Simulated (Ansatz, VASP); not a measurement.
**One calculation of CdTe, two programs**

File INCAR:

```
SYSTEM = CdTe
PREC = Accurate
ENCUT = 500
EDIFF = 1E-6
ISMEAR = -1
SIGMA = 0.08
LREAL = .FALSE.
LASPH = .TRUE.
NELM = 120
ALGO = Normal
ISIF = 2
LWAVE = .FALSE.
LCHARG = .FALSE.
GGA = PS
NBANDS = 16
GGA_COMPAT = .FALSE.
```

The input KPOINTS:

```
Automatic mesh
0
G
  10 10 10
  0 0 0
```

Contents of POSCAR:

```
CdTe
1.0
    0.0000000000      3.1616838793      3.1616838793
    3.1616838793      0.0000000000      3.1616838793
    3.1616838793      3.1616838793      0.0000000000
Cd Te
1 1
Direct
    0.0000000000      0.0000000000      0.0000000000
    0.7500000000      0.7500000000      0.7500000000
```

Input for Ansatz:

```yaml
crystal:
  lattice:
    - [0.0, 3.1616838793, 3.1616838793]
    - [3.1616838793, 0.0, 3.1616838793]
    - [3.1616838793, 3.1616838793, 0.0]
  atoms:
    - { symbol: Cd, position: [0.0, 0.0, 0.0] }
    - { symbol: Te, position: [0.75, 0.75, 0.75] }
kpoints:
  mp_grid: { grid: [10, 10, 10] }
scf:
  occupations: { method: fermi_dirac, width: 0.08 }
hamiltonian:
  xc: pbesol
  pseudopotentials: { kind: all_electron, lapw: { basis_error: 0.00025 } }
output:
  forces: true
  stress: true
  eigenvalues: true
```

Change from the starting cell: functional pbesol, volume scaled by 0.96.

Alike in both runs: task single point; functional PBEsol; k mesh 10 × 10 × 10; occupations fermi-dirac, width 0.08 eV; no spin polarisation.

|  | VASP | Ansatz |
| --- | --- | --- |
| version | VASP 6.6.1 | Ansatz 0.2.0 |
| potentials or method | VASP PAW PBE potentials, release 64 (Cd, Te), cutoff 500 eV | all-electron LAPW, scalar-relativistic |

```tsv
	VASP	Ansatz	Ansatz less VASP
pressure (GPa)	4.1	3.9	-0.21
```

VASP's potentials were made for PBE, not for PBEsol. Ansatz ran all-electron here, and VASP with PAW potentials.

Spin-orbit coupling is off throughout.
